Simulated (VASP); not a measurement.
# Pb (P6/mmm) in VASP: further runs

The runs below take Pb through single point, with PBE.

All numbers are computed with VASP 6.6.1; they aren't measurements. Logs are shortened: lines on timing, memory, paths and dates and some standing lists are left out, and cuts for length are marked.

**1. The cell of the first run**

The structure is hexagonal, space group P6/mmm (No. 191). Conventional cell: a = 3.309 Å, b = 3.309 Å, c = 3.152 Å, α = 90.00°, β = 90.00°, γ = 120.00°. Pb (site symmetry 6/mmm) has 8 Pb at 3.15 to 3.31 Å within 4.1 Å.

**2. Single point, PBE**

INCAR

```
SYSTEM = Pb
  PREC = Accurate
  ENCUT = 520
  EDIFF = 1E-6
  ISMEAR = -1
  SIGMA = 0.1
  LREAL = .False.
  LASPH = .True.
  NELM = 100
  ALGO = Normal
  ISIF = 2
  LWAVE = .False.
  LCHARG = .False.
  GGA = PE
  NBANDS = 13
```

KPOINTS

```
regular mesh
0
Gamma
  13 13 12
  0 0 0
```

POSCAR

```
Pb
1.0
    3.3092589299      0.0000000000      0.0000000000
   -1.6546294649      2.8659023010      0.0000000000
    0.0000000000      0.0000000000      3.1523670486
Pb
1
Direct
    0.0000000000      0.0000000000      0.0000000000
```

Potentials or basis: VASP PAW PBE potentials, release 64 (Pb_d).

Started as:

```sh
> cat potpaw_PBE.64/Pb_d/POTCAR > POTCAR
> mpirun -np 1 vasp_std > vasp.out
```

OUTCAR:

```text
SYSTEM = Pb
   PREC = Accurate
   ENCUT = 520
   EDIFF = 1E-6
   ISMEAR = -1
   LREAL = .False.
   LASPH = .True.
   NELM = 100
   ISIF = 2
   GGA = PE

 ion  position               nearest neighbor table
   1  0.000  0.000  0.000-

  LATTYP: Found a hexagonal cell.
 ALAT       =     3.3092589299
 C/A-ratio  =     0.9525900256

  Lattice vectors:

 A1 = (   3.3092589299,   0.0000000000,   0.0000000000)
 A2 = (  -1.6546294649,   2.8659023010,   0.0000000000)
 A3 = (   0.0000000000,   0.0000000000,   3.1523670486)

Analysis of symmetry for initial positions (statically):
=====================================================================
 Subroutine PRICEL returns:
 Original cell was already a primitive cell.

 Routine SETGRP: Setting up the symmetry group for a
 hexagonal supercell.

 Subroutine GETGRP returns: Found 24 space group operations
 (whereof 24 operations were pure point group operations)
 out of a pool of 24 trial point group operations.

The static configuration has the point symmetry D_6h.

Analysis of symmetry for dynamics (positions and initial velocities):
=====================================================================
 Subroutine PRICEL returns:
 Original cell was already a primitive cell.

 Routine SETGRP: Setting up the symmetry group for a
 hexagonal supercell.

 Subroutine GETGRP returns: Found 24 space group operations
 (whereof 24 operations were pure point group operations)
 out of a pool of 24 trial point group operations.

The dynamic configuration has the point symmetry D_6h.

 Subroutine INISYM returns: Found 24 space group operations
 (whereof 24 operations are pure point group operations),
 and found     1 'primitive' translations

----------------------------------------------------------------------------------------

                                     Primitive cell

  volume of cell :      29.8971

  direct lattice vectors                    reciprocal lattice vectors
     3.309258930  0.000000000  0.000000000     0.302182459  0.174465124  0.000000000
    -1.654629465  2.865902301  0.000000000     0.000000000  0.348930248  0.000000000
     0.000000000  0.000000000  3.152367049     0.000000000  0.000000000  0.317221943

  length of vectors
     3.309258930  3.309258930  3.152367049     0.348930248  0.348930248  0.317221943

  position of ions in fractional coordinates (direct lattice)
     0.000000000  0.000000000  0.000000000

  ion indices of the primitive-cell ions
[... 70 lines left out ...]
   LSORBIT =      F    spin-orbit coupling
   LASPH  =      T    aspherical Exc in radial PAW
   ENCUT  =  520.0 eV  38.22 Ry    6.18 a.u.   6.15  6.15  5.86*2*pi/ulx,y,z
   NELM   =    100;   NELMIN=  2; NELMDL= -5     # of ELM steps
   EDIFF  = 0.1E-05   stopping-criterion for ELM
   LREAL  =      F    real-space projection
   EDIFFG = 0.1E-04   stopping-criterion for IOM
   NSW    =      0    number of steps for IOM
   IBRION =     -1    ionic relax: 0-MD 1-quasi-New 2-CG
   NFREE  =      0    steps in history (QN), initial steepest desc. (CG)
   ISIF   =      2    stress and relaxation
   ISYM   =      2    0-nonsym 1-usesym 2-fastsym
   POTIM  = 0.5000    time-step for ionic-motion
   TEBEG  =    0.0;   TEEND  =   0.0 temperature during run
   PSTRESS=    0.0 pullay stress
   NELECT =      14.0000    total number of electrons
   NUPDOWN=      -1.0000    fix difference up-down
   EMIN   =  10.00;   EMAX   =-10.00  energy-range for DOS
   EFERMI =   0.00;   METHOD = LEGACY
   ISMEAR =    -1;   SIGMA  =   0.10  broadening in eV -4-tet -1-fermi 0-gaus
   EFERMI_NEDOS =   21; number of points for ismear=-14 and -15
   IALGO  =     38    algorithm
   IMIX   =      4    mixing-type and parameters
     AMIX     =   0.40;   BMIX     =  1.00
     AMIX_MAG =   1.60;   BMIX_MAG =  1.00
  volume/ion in A,a.u.               =      29.90       201.76
  Fermi-wavevector in a.u.,A,eV,Ry     =   1.271280  2.402371 21.989093  1.616153
  Thomas-Fermi vector in A             =   2.404222
   LORBIT       =      0    0 simple, 1 ext, 2 COOP (PROOUT), +10 PAW based schemes
   GGA     = PE    functional components
[... 5 lines left out ...]
 non-spin polarized calculation
  energy-cutoff  :      520.00
  volume of cell :       29.90
 maximum number of plane-waves:       820
 NGX is ok and might be reduce to    28
   NGX = 13   NGY = 13   NGZ = 11

 number of electron      13.9999998 magnetization

 Free energy of the ion-electron system (eV)
  ---------------------------------------------------
  ext. energy  EPLUGINS =         0.00000000
  ---------------------------------------------------
  free energy    TOTEN  =        -3.42443609 eV

  energy without entropy =       -3.40875002  energy(sigma->0) =       -3.41659305

 E-fermi :   7.2536     XC(G=0): -10.1926

 val. band max:        7.2108228625   @ k =   0.3077   0.0769   0.3333
 cond. band min:       7.2827954237   @ k =   0.3077   0.2308   0.1667
 fundamental gap:      0.0719725612
 Fermi energy:         7.2535596586

 k-point     1 :       0.0000    0.0000    0.0000
  band No.  band energies     occupation
      1     -10.0829      2.00000
      2      -9.7537      2.00000
      3      -9.7537      2.00000
      4      -9.3932      2.00000
      5      -9.3932      2.00000
      6      -4.6181      2.00000
      7      12.2310      0.00000
      8      14.3776      0.00000
      9      14.3776      0.00000
     10      16.1239      0.00000
     11      17.4657      0.00000
     12      18.7096      0.00000
     13      20.0161      0.00000
[... 354 lines left out ...]
  band No.  band energies     occupation
      1     -10.0076      2.00000
      2      -9.7675      2.00000
      3      -9.6689      2.00000
      4      -9.4456      2.00000
      5      -9.4153      2.00000
      6      -4.0578      2.00000
      7      10.9535      0.00000
      8      11.4603      0.00000
      9      13.3565      0.00000
     10      16.3210      0.00000
     11      17.9508      0.00000
     12      20.9565      0.00000
     13      21.7389      0.00000

 [... further k-points ...]
[... 5 lines left out ...]
  --------------------------------------------------------------------------------------
  -------------------------------------------------------------------------------------
  Total        0.8955509      0.8955509      0.8981228      0.0000000      0.0000000     -0.0000000
  in kB       47.9923419     47.9923419     48.1301706      0.0000000      0.0000000     -0.0000000
  external PRESSURE =      48.0382848 kB  Pullay stress =       0.0000000 kB

 VOLUME and BASIS-vectors are now :
 -----------------------------------------------------------------------------
  energy-cutoff  :      520.00
  volume of cell :       29.90
      direct lattice vectors                 reciprocal lattice vectors
     3.309258930  0.000000000  0.000000000     0.302182459  0.174465124  0.000000000
    -1.654629465  2.865902301  0.000000000     0.000000000  0.348930248  0.000000000
     0.000000000  0.000000000  3.152367049     0.000000000  0.000000000  0.317221943

 POSITION                                       TOTAL-FORCE (eV/Angst)
 -----------------------------------------------------------------------------------
      0.00000      0.00000      0.00000         0.000000      0.000000      0.000000
 -----------------------------------------------------------------------------------
    total drift:                               -0.000000     -0.000000      0.000000

  FREE ENERGIE OF THE ION-ELECTRON SYSTEM (eV)
  ---------------------------------------------------
  free  energy   TOTEN  =        -3.4244360873 eV

  energy  without entropy=       -3.4087500192  energy(sigma->0) =       -3.41659305
```

stdout:

```text
POSCAR found type information on POSCAR Pb
 POSCAR found :  1 types and       1 ions
 scaLAPACK will be used
 LDA part: xc-table for (Slater+PW92), standard interpolation
 POSCAR, INCAR and KPOINTS ok, starting setup
 FFT: planning ... GRIDC
 FFT: planning ... GRID_SOFT
 FFT: planning ... GRID
 WAVECAR not read
 entering main loop
```

Run time: 16 s. Hardware: 1 thread of Intel Xeon 6975P-C (Granite Rapids), shared host; peak memory 0.18 GiB.

Results:

```
Free energy            : -3.4244 eV
Pressure               : 4.8 GPa
Band gap on the k mesh : zero (band 7 reaches 12.37 eV, above the bottom of band 8 at 5.55 eV)
```

Caveat: spin-orbit coupling is left out, which moves the levels of the heavy elements.

**3. Single point, PBE**

INCAR

```
ALGO = Normal
EDIFF = 1E-6
ENCUT = 520
GGA = PE
ISIF = 2
ISMEAR = -1
LASPH = True
LCHARG = False
LREAL = False
LWAVE = False
NBANDS = 13
NELM = 80
PREC = Accurate
SIGMA = 0.1
```

KPOINTS

```
k-points
0
Gamma
  13 13 12
```

POSCAR is that of step 2.

Potentials or basis: VASP PAW PBE potentials, release 64 (Pb_d).

Started as:

```sh
> cat potpaw_PBE.64/Pb_d/POTCAR > POTCAR
> mpirun -np 1 vasp_std > vasp.out
```

OUTCAR:

```text
EDIFF = 1E-6
   ENCUT = 520
   GGA = PE
   ISIF = 2
   ISMEAR = -1
   LASPH = True
   LREAL = False
   NELM = 80
   PREC = Accurate

 ion  position               nearest neighbor table
   1  0.000  0.000  0.000-

  LATTYP: Found a hexagonal cell.
 ALAT       =     3.3092589299
 C/A-ratio  =     0.9525900256

  Lattice vectors:

 A1 = (   3.3092589299,   0.0000000000,   0.0000000000)
 A2 = (  -1.6546294649,   2.8659023010,   0.0000000000)
 A3 = (   0.0000000000,   0.0000000000,   3.1523670486)

Analysis of symmetry for initial positions (statically):
=====================================================================
 Subroutine PRICEL returns:
 Original cell was already a primitive cell.

 Routine SETGRP: Setting up the symmetry group for a
 hexagonal supercell.

 Subroutine GETGRP returns: Found 24 space group operations
 (whereof 24 operations were pure point group operations)
 out of a pool of 24 trial point group operations.

The static configuration has the point symmetry D_6h.

Analysis of symmetry for dynamics (positions and initial velocities):
=====================================================================
 Subroutine PRICEL returns:
 Original cell was already a primitive cell.

 Routine SETGRP: Setting up the symmetry group for a
 hexagonal supercell.

 Subroutine GETGRP returns: Found 24 space group operations
 (whereof 24 operations were pure point group operations)
 out of a pool of 24 trial point group operations.

The dynamic configuration has the point symmetry D_6h.

 Subroutine INISYM returns: Found 24 space group operations
 (whereof 24 operations are pure point group operations),
 and found     1 'primitive' translations

----------------------------------------------------------------------------------------

                                     Primitive cell

  volume of cell :      29.8971

  direct lattice vectors                    reciprocal lattice vectors
     3.309258930  0.000000000  0.000000000     0.302182459  0.174465124  0.000000000
    -1.654629465  2.865902301  0.000000000     0.000000000  0.348930248  0.000000000
     0.000000000  0.000000000  3.152367049     0.000000000  0.000000000  0.317221943

  length of vectors
     3.309258930  3.309258930  3.152367049     0.348930248  0.348930248  0.317221943

  position of ions in fractional coordinates (direct lattice)
     0.000000000  0.000000000  0.000000000

  ion indices of the primitive-cell ions
   primitive index   ion index
                 1           1

----------------------------------------------------------------------------------------

 KPOINTS: k-points

Automatic generation of k-mesh.
 Grid dimensions read from file:
 generate k-points for:   13   13   12

 Generating k-lattice:

  Cartesian coordinates                     Fractional coordinates (reciprocal lattice)
     0.023244805  0.013420394  0.000000000     0.076923077  0.000000000  0.000000000
     0.000000000  0.026840788  0.000000000     0.000000000  0.076923077  0.000000000
     0.000000000  0.000000000  0.026435162     0.000000000  0.000000000  0.083333333

  Length of vectors
     0.026840788  0.026840788  0.026435162

  Shift w.r.t. Gamma in fractional coordinates (k-lattice)
     0.000000000  0.000000000  0.000000000

 Subroutine IBZKPT returns following result:
 ===========================================

 Found    147 irreducible k-points:

 Following reciprocal coordinates:
            Coordinates               Weight
  0.000000  0.000000  0.000000      1.000000
  0.076923 -0.000000  0.000000      6.000000
  0.153846  0.000000  0.000000      6.000000
  0.230769 -0.000000  0.000000      6.000000
  0.307692  0.000000  0.000000      6.000000
  0.384615  0.000000  0.000000      6.000000
[... 16 lines left out ...]
  0.076923 -0.000000  0.083333     12.000000
  0.153846  0.000000  0.083333     12.000000
 [... further k-points ...]
   k-points           NKPTS =    147   k-points in BZ     NKDIM =    147   number of bands    NBANDS=     13
   number of dos      NEDOS =    301   number of ions     NIONS =      1
   total plane-waves  NPLWV =  18816
   dimension x,y,z NGX =    28 NGY =   28 NGZ =   24
   dimension x,y,z NGXF=    56 NGYF=   56 NGZF=   48
   ions per type =               1
   NGX,Y,Z   is equivalent  to a cutoff of  14.07, 14.07, 12.66 a.u.
   NGXF,Y,Z  is equivalent  to a cutoff of  28.13, 28.13, 25.31 a.u.
 SYSTEM =  unknown system
   PREC   = accura    normal or accurate (medium, high low for compatibility)
   ISTART =      0    job   : 0-new  1-cont  2-samecut
   ICHARG =      2    charge: 1-file 2-atom 10-const
   ISPIN  =      1    spin polarized calculation?
   LNONCOLLINEAR =      F non collinear calculations
   LSORBIT =      F    spin-orbit coupling
   LASPH  =      T    aspherical Exc in radial PAW
   ENCUT  =  520.0 eV  38.22 Ry    6.18 a.u.   6.15  6.15  5.86*2*pi/ulx,y,z
   NELM   =     80;   NELMIN=  2; NELMDL= -5     # of ELM steps
   EDIFF  = 0.1E-05   stopping-criterion for ELM
   LREAL  =      F    real-space projection
   EDIFFG = 0.1E-04   stopping-criterion for IOM
   NSW    =      0    number of steps for IOM
   IBRION =     -1    ionic relax: 0-MD 1-quasi-New 2-CG
   NFREE  =      0    steps in history (QN), initial steepest desc. (CG)
   ISIF   =      2    stress and relaxation
   ISYM   =      2    0-nonsym 1-usesym 2-fastsym
   POTIM  = 0.5000    time-step for ionic-motion
   TEBEG  =    0.0;   TEEND  =   0.0 temperature during run
   PSTRESS=    0.0 pullay stress
   NELECT =      14.0000    total number of electrons
   NUPDOWN=      -1.0000    fix difference up-down
   EMIN   =  10.00;   EMAX   =-10.00  energy-range for DOS
   EFERMI =   0.00;   METHOD = LEGACY
   ISMEAR =    -1;   SIGMA  =   0.10  broadening in eV -4-tet -1-fermi 0-gaus
   EFERMI_NEDOS =   21; number of points for ismear=-14 and -15
   IALGO  =     38    algorithm
   IMIX   =      4    mixing-type and parameters
     AMIX     =   0.40;   BMIX     =  1.00
     AMIX_MAG =   1.60;   BMIX_MAG =  1.00
  volume/ion in A,a.u.               =      29.90       201.76
  Fermi-wavevector in a.u.,A,eV,Ry     =   1.271280  2.402371 21.989093  1.616153
  Thomas-Fermi vector in A             =   2.404222
   LORBIT       =      0    0 simple, 1 ext, 2 COOP (PROOUT), +10 PAW based schemes
   GGA     = PE    functional components
[... 5 lines left out ...]
 non-spin polarized calculation
  energy-cutoff  :      520.00
  volume of cell :       29.90
 maximum number of plane-waves:       820
 NGX is ok and might be reduce to    28
   NGX = 13   NGY = 13   NGZ = 11

 number of electron      13.9999998 magnetization

 Free energy of the ion-electron system (eV)
  ---------------------------------------------------
  ext. energy  EPLUGINS =         0.00000000
  ---------------------------------------------------
  free energy    TOTEN  =        -3.42443609 eV

  energy without entropy =       -3.40875002  energy(sigma->0) =       -3.41659305

 E-fermi :   7.2536     XC(G=0): -10.1926

 val. band max:        7.2108228625   @ k =   0.3077   0.0769   0.3333
 cond. band min:       7.2827954237   @ k =   0.3077   0.2308   0.1667
 fundamental gap:      0.0719725612
 Fermi energy:         7.2535596586

 k-point     1 :       0.0000    0.0000    0.0000
  band No.  band energies     occupation
      1     -10.0829      2.00000
      2      -9.7537      2.00000
      3      -9.7537      2.00000
      4      -9.3932      2.00000
      5      -9.3932      2.00000
      6      -4.6181      2.00000
      7      12.2310      0.00000
      8      14.3776      0.00000
      9      14.3776      0.00000
     10      16.1239      0.00000
     11      17.4657      0.00000
     12      18.7096      0.00000
     13      20.0161      0.00000

 k-point     2 :       0.0769   -0.0000    0.0000
  band No.  band energies     occupation
      1     -10.0714      2.00000
      2      -9.7587      2.00000
      3      -9.7319      2.00000
      4      -9.4034      2.00000
      5      -9.3956      2.00000
      6      -4.5046      2.00000
      7      12.3666      0.00000
      8      13.1109      0.00000
      9      14.0231      0.00000
     10      16.2534      0.00000
     11      16.9764      0.00000
[... 339 lines left out ...]
 k-point    24 :       0.1538    0.0000    0.0833
  band No.  band energies     occupation
      1     -10.0076      2.00000
      2      -9.7675      2.00000
      3      -9.6689      2.00000
      4      -9.4456      2.00000
      5      -9.4153      2.00000
      6      -4.0578      2.00000
      7      10.9535      0.00000
      8      11.4603      0.00000
      9      13.3565      0.00000
     10      16.3210      0.00000
     11      17.9508      0.00000
     12      20.9565      0.00000
     13      21.7389      0.00000

 [... further k-points ...]
[... 5 lines left out ...]
  --------------------------------------------------------------------------------------
  -------------------------------------------------------------------------------------
  Total        0.8955509      0.8955509      0.8981228      0.0000000      0.0000000     -0.0000000
  in kB       47.9923419     47.9923419     48.1301706      0.0000000      0.0000000     -0.0000000
  external PRESSURE =      48.0382848 kB  Pullay stress =       0.0000000 kB

 VOLUME and BASIS-vectors are now :
 -----------------------------------------------------------------------------
  energy-cutoff  :      520.00
  volume of cell :       29.90
      direct lattice vectors                 reciprocal lattice vectors
     3.309258930  0.000000000  0.000000000     0.302182459  0.174465124  0.000000000
    -1.654629465  2.865902301  0.000000000     0.000000000  0.348930248  0.000000000
     0.000000000  0.000000000  3.152367049     0.000000000  0.000000000  0.317221943

 POSITION                                       TOTAL-FORCE (eV/Angst)
 -----------------------------------------------------------------------------------
      0.00000      0.00000      0.00000         0.000000      0.000000      0.000000
 -----------------------------------------------------------------------------------
    total drift:                               -0.000000     -0.000000      0.000000

  FREE ENERGIE OF THE ION-ELECTRON SYSTEM (eV)
  ---------------------------------------------------
  free  energy   TOTEN  =        -3.4244360873 eV

  energy  without entropy=       -3.4087500192  energy(sigma->0) =       -3.41659305
```

stdout:

```text
POSCAR found type information on POSCAR Pb
 POSCAR found :  1 types and       1 ions
 scaLAPACK will be used
 LDA part: xc-table for (Slater+PW92), standard interpolation
 POSCAR, INCAR and KPOINTS ok, starting setup
 FFT: planning ... GRIDC
 FFT: planning ... GRID_SOFT
 FFT: planning ... GRID
 WAVECAR not read
 entering main loop
```

Wall time 15 s (1 thread of Intel Xeon 6975P-C (Granite Rapids), shared host); peak memory 0.18 GiB.

Results:

| Property | Result |
| --- | --- |
| Free energy | -3.4244 eV |
| Pressure | 4.8 GPa |
| Band gap on the k mesh | zero (band 7 reaches 12.37 eV, above the bottom of band 8 at 5.55 eV) |

Caveat: spin-orbit coupling is left out, which moves the levels of the heavy elements.
